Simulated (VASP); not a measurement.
The system is NaH.

```
Na H
1.0
     0.00000    2.40702    2.40702
     2.40702    0.00000    2.40702
     2.40702    2.40702    0.00000
Na H
1 1
Direct
  0.00000 0.00000 0.00000
  0.50000 0.50000 0.50000
```

Base run:

| Property | Result |
| --- | --- |
| Program | VASP 6.6.1 |
| Functional | r2SCAN |
| Potentials or basis | VASP PAW PBE potentials, release 64 (Na_pv, H) |
| Cutoff | 520 eV |
| k mesh | 9 × 9 × 9 |
| Occupations | fermi-dirac, width 0.05 eV |
| Spin | no spin polarisation |

Its results: band gap on the k mesh 4.70 eV, indirect (least direct gap 5.38 eV); pressure -0.5 GPa.

**Question.** After a change of settings the same cell gave: band gap on the k mesh 3.74 eV, indirect (least direct gap 4.50 eV); pressure -1.9 GPa. Which change was it?
A. functional from r2SCAN to PBEsol
B. functional from r2SCAN to PBEsol; further incar settings from ALGO = Normal; EDIFF = 1e-07; NBANDS = 11 to ALGO = Normal; EDIFF = 1e-06; NBANDS = 11
C. functional from r2SCAN to LDA; potentials or basis from VASP PAW PBE potentials, release 64 (Na_pv, H) to VASP PAW LDA potentials, release 64 (Na_pv, H)

**Answer.** C.

Caveats: the PAW data sets were made with another functional, which shifts forces and pressure a little (some runs).
